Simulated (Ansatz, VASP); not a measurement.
## AgO2: VASP beside Ansatz

INCAR

```
SYSTEM = AgO2
ALGO     = Normal         ! electronic algorithm
EDIFF    = 1E-7           ! SCF threshold, eV
EDIFFG   = -0.01          ! ionic threshold
ENCUT    = 600            ! plane-wave cutoff, eV
GGA      = PE             ! functional
IBRION   = 2              ! ionic algorithm
ISIF     = 3              ! what is computed and relaxed
ISMEAR   = 0              ! smearing method
LASPH    = .True.         ! aspherical terms in the spheres
LCHARG   = .False.        ! write CHGCAR
LREAL    = .False.        ! projectors in reciprocal space
LWAVE    = .False.        ! write WAVECAR
NELM     = 60             ! most SCF steps
NSW      = 100            ! ionic steps
PREC     = Accurate       ! precision mode
SIGMA    = 0.1            ! smearing width, eV
```

KPOINTS

```
k-points
0
Gamma
  12 12 10
  0 0 0
```

Contents of POSCAR:

```
AgO2
1.0
    3.1270253464     -1.8107650974      0.0000000000
    3.1270253464      1.8107650974      0.0000000000
   -2.2226755360      0.0000000000      3.6071343975
Ag O
1 2
Direct
    0.5000000000      0.5000000000      0.5000000000
    0.0664167288      0.0664167288      0.1921636889
    0.9335832712      0.9335832712      0.8078363111
```

Input for Ansatz:

```yaml
crystal:
  lattice:
    - [3.1270253464, -1.8107650974, 0.0]
    - [3.1270253464, 1.8107650974, 0.0]
    - [-2.222675536, 0.0, 3.6071343975]
  atoms:
    - { symbol: Ag, position: [0.5, 0.5, 0.5] }
    - { symbol: O, position: [0.0664167288, 0.0664167288, 0.1921636889] }
    - { symbol: O, position: [0.9335832712, 0.9335832712, 0.8078363111] }
basis:
  ecutwfc: 420
kpoints:
  mp_grid: { grid: [12, 12, 10] }
hamiltonian:
  xc: pbe
scf:
  occupations: { method: gaussian, width: 0.1 }
output:
  forces: true
  stress: true
  eigenvalues: true
relax:
  adjacent_minimum: "off"
  f_tol: 0.01
  max_steps: 80
  cell: { stress_tol: 0.05 }
```

Change from the starting cell: species swapped into the CaC2 type (P-1, No. 2).

Alike in both runs: task relaxation of cell and atoms; functional PBE; k mesh 12 × 12 × 10; occupations gaussian, width 0.1 eV; no spin polarisation.

```csv
,VASP,Ansatz
version,VASP 6.6.1,Ansatz 0.2.0
potentials or method,"VASP PAW PBE potentials, release 64 (Ag, O), cutoff 600 eV","scalar-relativistic, plane waves, PAW"
valence electrons in the cell,23,31
```

VASP gave:

- gap on the k mesh at the Fermi level, each at its own relaxed structure (eV): none
- relaxed volume (Å³/atom): 13.45
- relaxed length of the cell vector where the two differ most in proportion (Å): 4.163

Q: Which values does Ansatz return?

A: gap on the k mesh at the Fermi level, each at its own relaxed structure (eV): none; relaxed volume (Å³/atom): 13.53; relaxed length of the cell vector where the two differ most in proportion (Å): 4.168.

A gap of «none» marks a metal or a gap that the smearing closes. VASP's potentials hold 23 valence electrons a cell and Ansatz's 31, so a difference there can come from the potentials and not from the codes.
